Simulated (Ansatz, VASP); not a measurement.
This is a calculation of SiSe for VASP 6.6.1.

The input INCAR:

```
SYSTEM = SiSe
PREC = Accurate ; ENCUT = 500
EDIFF = 1E-6 ; ISMEAR = -1
SIGMA = 0.05 ; LREAL = .False.
LASPH = .True. ; NELM = 120
ALGO = Normal ; ISIF = 2
LWAVE = .False. ; LCHARG = .False.
GGA = PE ; NBANDS = 12
GGA_COMPAT = .False.
```

The input KPOINTS:

```
regular mesh
0
Gamma
  7 7 6
  0 0 0
```

Contents of POSCAR:

```
SiSe
1.0
    3.5232960000      0.0000000000      0.0000000000
   -1.7616480000      3.0512594000      0.0000000000
    0.0000000000      0.0000000000      3.5987300000
Si Se
1 1
Direct
    0.6666700000      0.3333300000      0.5000000000
    0.0000000000      0.0000000000      0.0000000000
```

Potentials or basis: VASP PAW PBE potentials, release 64 (Si, Se).

Command:

```sh
$ cat potpaw_PBE.64/Si/POTCAR potpaw_PBE.64/Se/POTCAR > POTCAR
$ mpirun -np 1 vasp_std > vasp.out
```

Problem. Set up the same calculation for Ansatz 0.2.0. Potentials there: Ansatz PAW.

Solution. As run (the cutoff follows the program's own potentials):

The input input.yaml:

```yaml
crystal:
  lattice:
    - [3.523296, 0.0, 0.0]
    - [-1.761648, 3.0512594, 0.0]
    - [0.0, 0.0, 3.59873]
  atoms:
    - { symbol: Si, position: [0.66667, 0.33333, 0.5] }
    - { symbol: Se, position: [0.0, 0.0, 0.0] }
hamiltonian:
  xc: pbe
  pseudopotentials: { kind: paw }
kpoints:
  mp_grid: { grid: [7, 7, 6] }
scf:
  occupations: { method: fermi_dirac, width: 0.05 }
output:
  forces: true
  stress: true
  eigenvalues: true
```

Potentials or basis: Ansatz PAW.

Command:

```sh
$ ansatz run input.yaml --threads 2 --pin off --max-ram 5632MiB --backend cpu --events-out ev --progress --plain --runs-dir out
```

Both were run:

|  | VASP | Ansatz | Ansatz less VASP |
| --- | --- | --- | --- |
| gap on the k mesh at the Fermi level (eV) | none | none | - |
| pressure (GPa) | 1.7 | 1.6 | -0.05 |
| traceless stress, the component that is largest in VASP (GPa) | -0.88 | -0.89 | -0.010 |

A gap of «none» marks a metal or a gap that the smearing closes. VASP's potentials hold 10 valence electrons a cell and Ansatz's 20, so a difference there can come from the potentials and not from the codes.
